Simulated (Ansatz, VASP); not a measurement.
**Ta2C: VASP beside Ansatz**

```
CELL_PARAMETERS angstrom
3.07906 0.00000 0.00000
-1.53953 2.66655 0.00000
0.00000 0.00000 4.89288
ATOMIC_POSITIONS crystal
Ta 0.33333 0.66667 0.25511
Ta 0.66667 0.33333 0.74489
C 0.00000 0.00000 0.00000
```

Change from the starting cell: equal strain along all axes, cell held, atoms relaxed: -1.0 %.

Alike in both runs: functional r2SCAN; k mesh 18 × 18 × 10; occupations gaussian, width 0.1 eV; no spin polarisation.

Ansatz relaxed the structure, and its values are those at the end. VASP's run is a single point on that final structure, the one shown.

|  | VASP | Ansatz |
| --- | --- | --- |
| version | VASP 6.6.1 | Ansatz 0.2.0 |
| potentials or method | VASP PAW PBE potentials, release 64 (Ta_pv, C), cutoff 520 eV | scalar-relativistic, plane waves, PAW |
| valence electrons in the cell | 26 | 30 |

|  | VASP | Ansatz | Ansatz less VASP |
| --- | --- | --- | --- |
| gap on the k mesh at the Fermi level (eV) | none | none | - |
| pressure (GPa) | 9.7 | 8.7 | -0.96 |
| rms of the force components (eV/Å) | 0.025 | 0.001 | -0.0237 |

VASP's potentials were made for PBE, not for r2SCAN. A gap of «none» marks a metal or a gap that the smearing closes. VASP's potentials hold 26 valence electrons a cell and Ansatz's 30, so a difference there can come from the potentials and not from the codes. Ansatz's warnings: stress scf threshold loose.

Spin-orbit coupling is off throughout.
